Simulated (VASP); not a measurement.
Here is a VASP 6.6.1 calculation.

File INCAR:

```
SYSTEM = GaB3
PREC = Accurate
ENCUT = 520
EDIFF = 1E-6
ISMEAR = 0
SIGMA = 0.1
LREAL = .False.
LASPH = .True.
NELM = 80
ALGO = Normal
ISIF = 2
LWAVE = .False.
LCHARG = .False.
GGA = PE
NBANDS = 19
```

Contents of KPOINTS:

```
Automatic mesh
0
Gamma
  6 6 4
  0 0 0
```

POSCAR

```
GaB3
1.0
    1.6589551300     -2.6811992800      0.0000000000
    1.6589551300      2.6811992800      0.0000000000
    0.0000000000      0.0000000000      5.0195862200
Ga B
1 3
Direct
    0.5000000000      0.5000000000      0.5000000000
    0.1328468700      0.8671531300      0.5000000000
    0.8671531300      0.1328468700      0.5000000000
    0.0000000000      0.0000000000      0.0000000000
```

Potentials or basis: VASP PAW PBE potentials, release 64 (Ga_d, B).

Run with:

```bash
$ cat potpaw_PBE.64/Ga_d/POTCAR potpaw_PBE.64/B/POTCAR > POTCAR
$ mpirun -np 1 vasp_std > vasp.out
```

(1) Predict the band gap on the k mesh.

(2) Estimate the pressure.

(3) What does it give for the largest force?

## Answers

(1) zero (band 11 reaches 6.31 eV, above the bottom of band 12 at 4.29 eV).

(2) 51.5 GPa.

(3) 7.139 eV/Å.

Caveat: the k points lie up to 0.37 Å⁻¹ apart; forces of over 1 eV/Å act on the atoms, so gaps and moduli don't describe the material at rest.
